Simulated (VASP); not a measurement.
# B (Cmmm) in VASP: a series of runs

The runs below take B through single point, with PBE.

All numbers are computed with VASP 6.6.1; they aren't measurements. Logs are shortened: lines on timing, memory, paths and dates and some standing lists are left out, and cuts for length are marked.

## Step 1: The cell of the first run

It takes space group Cmmm (No. 65, orthorhombic). Conventional cell: a = 2.812 Å, b = 8.089 Å, c = 1.884 Å, α = 90.00°, β = 90.00°, γ = 90.00°. Within 2.3 Å of B (site symmetry m2m) lie 6 B at 1.76 to 1.88 Å. Within 2.3 Å of B (site symmetry mmm) lie 6 B at 1.76 to 1.88 Å.

## Step 2: Single point, PBE

INCAR

```
SYSTEM = B
PREC = Accurate
ENCUT = 520
EDIFF = 1E-6
ISMEAR = 0
SIGMA = 0.1
LREAL = .FALSE.
LASPH = .TRUE.
NELM = 80
ALGO = Normal
ISIF = 2
LWAVE = .FALSE.
LCHARG = .FALSE.
GGA = PE
NBANDS = 12
```

KPOINTS

```
Automatic mesh
0
G
  18 18 24
  0 0 0
```

POSCAR

```
B
1.0
    4.0420087259     -1.4061517824      0.1419409362
    4.0420087259      1.4061517824      0.1419409362
   -0.0661322284      0.0000000000      1.8832272873
B
3
Direct
    0.1833403806      0.1833403806      0.5000000000
    0.8166596194      0.8166596194      0.5000000000
    0.0000000000      0.0000000000      0.0000000000
```

Potentials or basis: VASP PAW PBE potentials, release 64 (B).

Launch:

```bash
cat potpaw_PBE.64/B/POTCAR > POTCAR
mpirun -np 1 vasp_std > vasp.out
```

OUTCAR:

```text
SYSTEM = B
   PREC = Accurate
   ENCUT = 520
   EDIFF = 1E-6
   ISMEAR = 0
   LREAL = .FALSE.
   LASPH = .TRUE.
   NELM = 80
   ISIF = 2
   GGA = PE

 ion  position               nearest neighbor table
   1  0.183  0.183  0.500-   3 1.76   3 1.76   2 1.77   2 1.77
   2  0.817  0.817  0.500-   3 1.76   3 1.76   1 1.77   1 1.77
   3  0.000  0.000  0.000-   1 1.76   2 1.76   1 1.76   2 1.76

  LATTYP: Found a base centered orthorhombic cell.
 ALAT       =     2.8123035648
 B/A-ratio  =     2.8762899130
 C/A-ratio  =     0.6700514543

  Lattice vectors:

 A1 = (  -4.0420087259,  -1.4061517824,  -0.1419409362)
 A2 = (   4.0420087259,  -1.4061517824,   0.1419409362)
 A3 = (  -0.0661322284,   0.0000000000,   1.8832272873)

Analysis of symmetry for initial positions (statically):
=====================================================================
 Subroutine PRICEL returns:
 Original cell was already a primitive cell.

 Routine SETGRP: Setting up the symmetry group for a
 base centered orthorhombic supercell.

 Subroutine GETGRP returns: Found  8 space group operations
 (whereof  8 operations were pure point group operations)
 out of a pool of  8 trial point group operations.

The static configuration has the point symmetry D_2h.

Analysis of symmetry for dynamics (positions and initial velocities):
=====================================================================
 Subroutine PRICEL returns:
 Original cell was already a primitive cell.

 Routine SETGRP: Setting up the symmetry group for a
 base centered orthorhombic supercell.

 Subroutine GETGRP returns: Found  8 space group operations
 (whereof  8 operations were pure point group operations)
 out of a pool of  8 trial point group operations.

The dynamic configuration has the point symmetry D_2h.

 Subroutine INISYM returns: Found  8 space group operations
 (whereof  8 operations are pure point group operations),
 and found     1 'primitive' translations

----------------------------------------------------------------------------------------

                                     Primitive cell

  volume of cell :      21.4337

  direct lattice vectors                    reciprocal lattice vectors
     4.042008726 -1.406151782  0.141940936     0.123548515 -0.355580391  0.004338583
     4.042008726  1.406151782  0.141940936     0.123548515  0.355580391  0.004338583
    -0.066132228  0.000000000  1.883227287    -0.018623978  0.000000000  0.530349343

  length of vectors
     4.281967375  4.281967375  1.884388094     0.376457797  0.376457797  0.530676246

  position of ions in fractional coordinates (direct lattice)
     0.183340381  0.183340381  0.500000000
     0.816659619  0.816659619  0.500000000
     0.000000000  0.000000000  0.000000000

  ion indices of the primitive-cell ions
   primitive index   ion index
                 1           1
                 2           2
                 3           3

----------------------------------------------------------------------------------------

 KPOINTS: Automatic mesh

Automatic generation of k-mesh.
 Grid dimensions read from file:
 generate k-points for:   18   18   24

 Generating k-lattice:

  Cartesian coordinates                     Fractional coordinates (reciprocal lattice)
     0.006863806 -0.019754466  0.000241032     0.055555556  0.000000000 -0.000000000
     0.006863806  0.019754466  0.000241032     0.000000000  0.055555556 -0.000000000
    -0.000775999  0.000000000  0.022097889     0.000000000  0.000000000  0.041666667

  Length of vectors
     0.020914322  0.020914322  0.022111510

  Shift w.r.t. Gamma in fractional coordinates (k-lattice)
     0.000000000  0.000000000  0.000000000

 Subroutine IBZKPT returns following result:
 ===========================================

 Found   1183 irreducible k-points:

 Following reciprocal coordinates:
            Coordinates               Weight
  0.000000  0.000000  0.000000      1.000000
  0.055556  0.000000 -0.000000      4.000000
  0.111111  0.000000 -0.000000      4.000000
  0.166667 -0.000000 -0.000000      4.000000
  0.222222 -0.000000 -0.000000      4.000000
  0.277778  0.000000 -0.000000      4.000000
[... 16 lines left out ...]
 -0.277778  0.055556  0.000000      4.000000
 -0.222222  0.055556  0.000000      4.000000
 [... further k-points ...]
   k-points           NKPTS =   1183   k-points in BZ     NKDIM =   1183   number of bands    NBANDS=     12
   number of dos      NEDOS =    301   number of ions     NIONS =      3
   total plane-waves  NPLWV =  14336
   dimension x,y,z NGX =    32 NGY =   32 NGZ =   14
   dimension x,y,z NGXF=    64 NGYF=   64 NGZF=   28
   ions per type =               3
   NGX,Y,Z   is equivalent  to a cutoff of  12.42, 12.42, 12.35 a.u.
   NGXF,Y,Z  is equivalent  to a cutoff of  24.85, 24.85, 24.70 a.u.
 SYSTEM =  B
   PREC   = accura    normal or accurate (medium, high low for compatibility)
   ISTART =      0    job   : 0-new  1-cont  2-samecut
   ICHARG =      2    charge: 1-file 2-atom 10-const
   ISPIN  =      1    spin polarized calculation?
   LNONCOLLINEAR =      F non collinear calculations
   LSORBIT =      F    spin-orbit coupling
   LASPH  =      T    aspherical Exc in radial PAW
   ENCUT  =  520.0 eV  38.22 Ry    6.18 a.u.   7.96  7.96  3.50*2*pi/ulx,y,z
   NELM   =     80;   NELMIN=  2; NELMDL= -5     # of ELM steps
   EDIFF  = 0.1E-05   stopping-criterion for ELM
   LREAL  =      F    real-space projection
   EDIFFG = 0.1E-04   stopping-criterion for IOM
   NSW    =      0    number of steps for IOM
   IBRION =     -1    ionic relax: 0-MD 1-quasi-New 2-CG
   NFREE  =      0    steps in history (QN), initial steepest desc. (CG)
   ISIF   =      2    stress and relaxation
   ISYM   =      2    0-nonsym 1-usesym 2-fastsym
   POTIM  = 0.5000    time-step for ionic-motion
   TEBEG  =    0.0;   TEEND  =   0.0 temperature during run
   PSTRESS=    0.0 pullay stress
   NELECT =       9.0000    total number of electrons
   NUPDOWN=      -1.0000    fix difference up-down
   EMIN   =  10.00;   EMAX   =-10.00  energy-range for DOS
   EFERMI =   0.00;   METHOD = LEGACY
   ISMEAR =     0;   SIGMA  =   0.10  broadening in eV -4-tet -1-fermi 0-gaus
   EFERMI_NEDOS =   21; number of points for ismear=-14 and -15
   IALGO  =     38    algorithm
   IMIX   =      4    mixing-type and parameters
     AMIX     =   0.40;   BMIX     =  1.00
     AMIX_MAG =   1.60;   BMIX_MAG =  1.00
  volume/ion in A,a.u.               =       7.14        48.21
  Fermi-wavevector in a.u.,A,eV,Ry     =   1.225904  2.316623 20.447394  1.502841
  Thomas-Fermi vector in A             =   2.360925
   LORBIT       =      0    0 simple, 1 ext, 2 COOP (PROOUT), +10 PAW based schemes
   GGA     = PE    functional components
   LHFCALC =     F    Hartree Fock is set to
   AEXX    =    0.0000 exact exchange contribution
   IVDW    =     0    specifies the selected vdW correction
   LEPSILON=     F    determine dielectric tensor
   LRPA    =     F    only Hartree local field effects (RPA)
 non-spin polarized calculation
 Gauss-broadening in eV      SIGMA  =   0.10
  energy-cutoff  :      520.00
  volume of cell :       21.43
 maximum number of plane-waves:       594
   NGX = 15   NGY = 15   NGZ =  7

 number of electron       9.0000000 magnetization

 Free energy of the ion-electron system (eV)
  ---------------------------------------------------
  ext. energy  EPLUGINS =         0.00000000
  ---------------------------------------------------
  free energy    TOTEN  =       -18.61953696 eV

  energy without entropy =      -18.61717316  energy(sigma->0) =      -18.61835506

 E-fermi :   6.6099     XC(G=0): -11.8139

 val. band max:        6.6026620979   @ k =   0.4444  -0.0000   0.3333
 cond. band min:       6.6102237725   @ k =   0.3333  -0.0000   0.2917
 fundamental gap:      0.0075616746
 Fermi energy:         6.6098749262

 k-point     1 :       0.0000    0.0000    0.0000
  band No.  band energies     occupation
      1      -9.3801      2.00000
      2      -3.2105      2.00000
      3      -2.1815      2.00000
      4       4.8175      2.00000
      5       6.8292      0.00192
      6      12.6418      0.00000
      7      13.9614      0.00000
      8      18.7290      0.00000
      9      19.1753      0.00000
     10      19.3000      0.00000
     11      20.9748      0.00000
     12      24.8533      0.00000

 k-point     2 :       0.0556    0.0000   -0.0000
  band No.  band energies     occupation
      1      -9.3314      2.00000
      2      -3.2837      2.00000
      3      -2.0488      2.00000
      4       4.4975      2.00000
      5       6.5608      1.51239
      6      13.0180      0.00000
      7      14.3236      0.00000
      8      18.7556      0.00000
      9      18.8532      0.00000
     10      19.2226      0.00000
     11      21.2010      0.00000
     12      24.6463      0.00000

 k-point     3 :       0.1111    0.0000   -0.0000
  band No.  band energies     occupation
      1      -9.1857      2.00000
      2      -3.4275      2.00000
      3      -1.7354      2.00000
      4       3.6856      2.00000
      5       5.9130      2.00000
      6      13.9878      0.00000
      7      15.1827      0.00000
      8      18.1311      0.00000
      9      18.8340      0.00000
     10      19.1130      0.00000
     11      21.5913      0.00000
     12      24.3741      0.00000
[... 286 lines left out ...]
 k-point    23 :      -0.2778    0.0556    0.0000
  band No.  band energies     occupation
      1      -7.8125      2.00000
      2      -3.4004      2.00000
      3      -1.1860      2.00000
      4      -0.0702      2.00000
      5       3.3044      2.00000
      6      13.4634      0.00000
      7      17.4908      0.00000
      8      19.4334      0.00000
      9      19.7258      0.00000
     10      21.1068      0.00000
     11      23.6725      0.00000
     12      24.7253      0.00000

 k-point    24 :      -0.2222    0.0556    0.0000
  band No.  band energies     occupation
      1      -8.2802      2.00000
      2      -3.2322      2.00000
      3      -1.2736      2.00000
      4       0.7320      2.00000
      5       3.5409      2.00000
      6      14.6537      0.00000
      7      17.5145      0.00000
      8      19.2428      0.00000
      9      19.2849      0.00000
     10      19.4720      0.00000
     11      23.4553      0.00000
     12      23.9793      0.00000

 [... further k-points ...]

------------------------ aborting loop because EDIFF is reached ----------------------------------------

  FORCE on cell =-STRESS in cart. coord.  units (eV):
  Direction    XX          YY          ZZ          XY          YZ          ZX
  --------------------------------------------------------------------------------------
  -------------------------------------------------------------------------------------
  Total        0.0146961     -0.0027823     -0.0135899      0.0000000      0.0000000      0.0009945
  in kB        1.0985415     -0.2079773     -1.0158481      0.0000000      0.0000000      0.0743415
  external PRESSURE =      -0.0417613 kB  Pullay stress =       0.0000000 kB

 VOLUME and BASIS-vectors are now :
 -----------------------------------------------------------------------------
  energy-cutoff  :      520.00
  volume of cell :       21.43
      direct lattice vectors                 reciprocal lattice vectors
     4.042008726 -1.406151782  0.141940936     0.123548515 -0.355580391  0.004338583
     4.042008726  1.406151782  0.141940936     0.123548515  0.355580391  0.004338583
    -0.066132228  0.000000000  1.883227287    -0.018623978  0.000000000  0.530349343

 POSITION                                       TOTAL-FORCE (eV/Angst)
 -----------------------------------------------------------------------------------
      1.44906      0.00000      0.99366        -0.001604      0.000000     -0.000056
      6.56882      0.00000      1.17345         0.001604      0.000000      0.000056
      0.00000      0.00000      0.00000        -0.000000      0.000000      0.000000
 -----------------------------------------------------------------------------------
    total drift:                               -0.000000     -0.000000     -0.000000

  FREE ENERGIE OF THE ION-ELECTRON SYSTEM (eV)
  ---------------------------------------------------
  free  energy   TOTEN  =       -18.6195369611 eV

  energy  without entropy=      -18.6171731609  energy(sigma->0) =      -18.61835506
```

Run time: 76 s. Hardware: 1 thread of Intel Xeon 6975P-C (Granite Rapids), shared host; peak memory 0.33 GiB.

What came out:

```yaml
Free_energy: -18.6195 eV
Pressure: 0.0 GPa
Band_gap_on_the_k_mesh: zero (an odd number of electrons rules out a gap without spin polarisation)
```

Caveat: an odd number of electrons without spin polarisation forces a metal; a magnetic or distorted state may lie lower.

## Step 3: Single point, PBE

INCAR

```
ALGO = Normal ; EDIFF = 1E-6
ENCUT = 520 ; GGA = PE
ISIF = 2 ; ISMEAR = 0
LASPH = True ; LCHARG = False
LREAL = False ; LWAVE = False
NBANDS = 12 ; NELM = 60
PREC = Accurate ; SIGMA = 0.1
```

KPOINTS

```
k-points
0
Gamma
  22 22 22
```

POSCAR

```
B
1.0
    4.0429008960     -1.4068213122      0.1419697296
    4.0429008960      1.4068213122      0.1419697296
   -0.0660946591      0.0000000000      1.8821238134
B
3
Direct
    0.1834442261      0.1834442261      0.5000083814
    0.8165557739      0.8165557739      0.4999916186
    0.0000000000      0.0000000000      0.0000000000
```

Potentials or basis: VASP PAW PBE potentials, release 64 (B).

Launch:

```bash
cat potpaw_PBE.64/B/POTCAR > POTCAR
mpirun -np 1 vasp_std > vasp.out
```

It took 3 min on 1 thread of Intel Xeon 6975P-C (Granite Rapids), shared host; peak memory 0.61 GiB.

Results (log left out):

| Property | Result |
| --- | --- |
| Free energy | -18.6112 eV |
| Pressure | 0.0 GPa |
| Band gap on the k mesh | zero (an odd number of electrons rules out a gap without spin polarisation) |

Stress tensor (GPa, compression positive):
```
 0.06  0.00  0.00
 0.00 -0.01  0.00
 0.00  0.00 -0.09
```

Levels at points of the mesh, in eV from the Fermi level:
```
           k point  band 1  band 2  band 3  band 4  band 5  band 6  band 7  band 8
(0.00, 0.00, 0.00)  -16.00   -9.84   -8.81   -1.82    0.20    6.00    7.33   12.14
(0.50, 0.00, 0.00)  -13.12  -11.15   -8.18   -7.51   -2.42    4.06   11.40   12.45
(0.50, 0.50, 0.00)  -14.35  -14.23   -4.27   -3.09    4.25    4.53    5.74    7.12
(0.00, 0.00, 0.50)   -8.44   -8.19   -3.69   -2.31    1.17    3.01    3.72    7.36
(0.50, 0.00, 0.50)   -6.96   -5.56   -5.35   -1.72   -1.22    2.14    3.16    5.16
(0.50, 0.50, 0.50)   -8.06   -7.91   -4.85   -3.94    3.46    4.64    7.11    7.12
```

Caveat: an odd number of electrons without spin polarisation forces a metal; a magnetic or distorted state may lie lower.
